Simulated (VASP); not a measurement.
Cd, 2 atoms in the cell. Symmetry: Fd-3m, No. 227, cubic system. The conventional cell has a = 6.155 Å, b = 6.155 Å, c = 6.155 Å, α = 90.00°, β = 90.00°, γ = 90.00°. Within 3.5 Å of Cd (site symmetry -43m) lie 4 Cd at 2.66 Å. 

* Program: VASP 6.6.1
* Task: relaxation of cell and atoms
* Functional: revPBE
* Potentials or basis: VASP PAW PBE potentials, release 64 (Cd)
* Cutoff: 600 eV
* k mesh: 9 × 9 × 9
* Occupations: fermi-dirac, width 0.1 eV
* Spin: no spin polarisation
* Dipole correction: no
* Further INCAR settings: ALGO = Normal; EDIFF = 1e-06; IBRION = 2; EDIFFG = -0.01; NSW = 80; ISIF = 3

Potentials or basis: VASP PAW PBE potentials, release 64 (Cd).

Launch:

```sh
$ cat potpaw_PBE.64/Cd/POTCAR > POTCAR
$ mpirun -np 1 vasp_std > vasp.out
```

Hardware: 1 thread of Intel(R) Xeon(R) Platinum 8175M CPU @ 2.50GHz (Skylake/Cascade Lake) (shared host).

Question: Estimate the wall time of this run.

Answer: Wall time 2.7 min on 1 thread of Intel(R) Xeon(R) Platinum 8175M CPU @ 2.50GHz (Skylake/Cascade Lake), with other jobs on the host, peak memory 0.22 GiB. Counts: scf iterations 55, k points 35, ion steps 6.
